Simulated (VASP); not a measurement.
The system is BaTiO3.

```xyz
5
Lattice="2.8646 1.6539 2.3489 -2.8646 1.6539 2.3489 0.0000 -3.3077 2.3489" Properties=species:S:1:pos:R:3 pbc="T T T"
Ba    0.0000    0.0000    0.0000
Ti    0.0000    0.0000    3.4141
O     1.4068   -0.8122    2.4304
O    -1.4068   -0.8122    2.4304
O     0.0000    1.6244    2.4304
```

Base run:

| Item | Value |
| --- | --- |
| Program | VASP 6.6.1 |
| Functional | LDA |
| Potentials or basis | VASP PAW LDA potentials, release 64 (Ba_sv, Ti_sv, O) |
| Cutoff | 520 eV |
| k mesh | 7 × 7 × 7 |
| Occupations | fermi-dirac, width 0.05 eV |
| Spin | no spin polarisation |

Its results: band gap on the k mesh 2.26 eV (least direct gap 2.62 eV); pressure -10.0 GPa; largest force 0.296 eV/Å.

Question: The run is repeated on the same cell with these changes: functional from LDA to PBEsol; potentials or basis from VASP PAW LDA potentials, release 64 (Ba_sv, Ti_sv, O) to VASP PAW PBE potentials, release 64 (Ba_sv, Ti_sv, O). What comes out?

Answer: Band gap on the k mesh 2.30 eV (least direct gap 2.67 eV); pressure -5.7 GPa; largest force 0.257 eV/Å.

Caveats: the cell stands under tension; spin-orbit coupling is left out, which moves the levels of the heavy elements; an odd mesh through Γ misses points on the zone boundary, where band edges can lie; the PAW data sets were made with another functional, which shifts forces and pressure a little (at least some runs).
